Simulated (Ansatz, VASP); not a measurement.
Two plane-wave programs on WO

```xyz
2
Lattice="0.0000 2.5348 2.5348 2.5348 0.0000 2.5348 2.5348 2.5348 0.0000" Properties=species:S:1:pos:R:3 pbc="T T T"
W     0.0000    0.0000    0.0000
O     1.2674    1.2674    1.2674
```

Alike in both runs: functional PBE; k mesh 10 × 10 × 10; occupations gaussian, width 0.02 eV; no spin polarisation; Hubbard terms W d U = 6.2 eV.

Ansatz relaxed the structure, and its values are those at the end. VASP's run is a single point on that final structure, the one shown.

|  | VASP | Ansatz |
| --- | --- | --- |
| version | VASP 6.6.1 | Ansatz 0.2.0 |
| potentials or method | VASP PAW PBE potentials, release 64 (W_sv, O), cutoff 520 eV | scalar-relativistic, plane waves, PAW |
| valence electrons in the cell | 20 | 20 |

VASP gave:

```
gap on the k mesh at the Fermi level (eV) : none
pressure (GPa)                            : -26.3
```

**Question.** Estimate Ansatz's values.

**Answer.** gap on the k mesh at the Fermi level (eV): none; pressure (GPa): 0.0.

The programs project onto different local orbitals, so the same U acts differently, and such runs can settle in different states. A gap of «none» marks a metal or a gap that the smearing closes. Ansatz's warnings: filled band counts differ across k points.

Spin-orbit coupling is off throughout.
